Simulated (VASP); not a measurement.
CaH3, 8 atoms in the cell. It takes space group P4/mbm (No. 127, tetragonal). Conventional cell: a = 5.635 Å, b = 5.635 Å, c = 4.261 Å, α = 90.00°, β = 90.00°, γ = 90.00°. Ca (site symmetry 4/m) has 6 H at 2.13 to 2.52 Å within 2.8 Å. Within 1.2 Å of H (site symmetry m2m) lie 1 H at 0.89 Å. Within 2.8 Å of H (site symmetry 4/m) lie 2 Ca at 2.13 Å. 

```yaml
Program: VASP 6.6.1
Task: single point
Functional: PBE
Potentials_or_basis: VASP PAW PBE potentials, release 64 (Ca_sv, H)
Cutoff: 520 eV
k_mesh: 8 × 8 × 10
Occupations: gaussian, width 0.1 eV
Spin: no spin polarisation
Dipole_correction: no
Further_INCAR_settings: ALGO = Normal; EDIFF = 1e-06; NBANDS = 23
```

Potentials or basis: VASP PAW PBE potentials, release 64 (Ca_sv, H).

Command:

```bash
$ cat potpaw_PBE.64/Ca_sv/POTCAR potpaw_PBE.64/H/POTCAR > POTCAR
$ mpirun -np 1 vasp_std > vasp.out
```

Hardware: 1 thread of Oxide Virtual Turin-like Processor (shared host).

Question: Estimate the wall time of this run.

Answer: Run time: 4.7 min on 1 thread of Oxide Virtual Turin-like Processor, on a shared host, peak memory 0.34 GiB. Counts: scf iterations 14, k points 90.
